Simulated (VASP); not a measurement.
Runs of VASP 6.6.1 on ZrC. The structure is that of space group Pm-3m (No. 221), or close to it. The cells are those of the table. 

```csv
cell,gap on the mesh (eV),pressure (GPa)
"a = 2.921 Å, 2 atoms",none,0.2
"a = 2.868 Å, 2 atoms",none,(a)
"a = 2.925 Å, 2 atoms",none,-0.5
"a = 2.762 Å, 2 atoms",none,45.4
```

Alike in all rows: task single point; level PBE; potentials or basis VASP PAW PBE potentials, release 64 (Zr_sv, C); no spin polarisation; k mesh 12 × 12 × 12; cutoff (eV) 520; smearing gaussian 0.05 eV.

Q: Fill in the values left out.

A: (a) 11.8.

Caveats: the cell stands under pressure (at least some runs).

A k mesh can miss the band edges, and the runs leave out spin-orbit coupling on Zr.

A gap of «none» marks levels without a gap at the run's occupations.
